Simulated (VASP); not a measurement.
Write the native input for VASP 6.6.1 that does the following.

| Quantity | Value |
| --- | --- |
| Task | single point |
| Functional | RPBE |
| Potentials or basis | VASP PAW PBE potentials, release 64 (Cd, Se) |
| Cutoff | 520 eV |
| k mesh | 8 × 8 × 8 |
| Occupations | fermi-dirac, width 0.05 eV |
| Spin | no spin polarisation |
| Dipole correction | no |
| Further INCAR settings | ALGO = Normal; EDIFF = 1e-06; NBANDS = 16 |

The structure of CdSe lies in POSCAR:

```
CdSe
1.0
    0.0000000000      2.8739580000      2.8739580000
    2.8739580000      0.0000000000      2.8739580000
    2.8739580000      2.8739580000      0.0000000000
Cd Se
1 1
Direct
    0.0000000000      0.0000000000      0.0000000000
    0.5000000000      0.5000000000      0.5000000000
```

The input as run:

INCAR

```
SYSTEM = CdSe
PREC = Accurate
ENCUT = 520
EDIFF = 1E-6
ISMEAR = -1
SIGMA = 0.05
LREAL = .FALSE.
LASPH = .TRUE.
NELM = 100
ALGO = Normal
ISIF = 2
LWAVE = .FALSE.
LCHARG = .TRUE.
GGA = RP
LELF = .TRUE.
LVHAR = .TRUE.
NBANDS = 16
```

KPOINTS

```
Automatic mesh
0
G
  8 8 8
  0 0 0
```

Potentials or basis: VASP PAW PBE potentials, release 64 (Cd, Se).

The run is started by

```console
$ cat potpaw_PBE.64/Cd/POTCAR potpaw_PBE.64/Se/POTCAR > POTCAR
$ mpirun -np 1 vasp_std > vasp.out
```

Results of the run:

```json
{
 "Pressure": "2.2 GPa",
 "Band gap on the k mesh": "zero (bands 9 and 10 overlap by 0.33 eV)"
}
```

Caveat: semilocal functionals underestimate gaps, so a narrow gap can read as zero; the PAW data sets were made with another functional, which shifts forces and pressure a little.

Run time: 27 s on 1 thread of AMD EPYC 7R13 (shared host), peak memory 0.15 GiB.
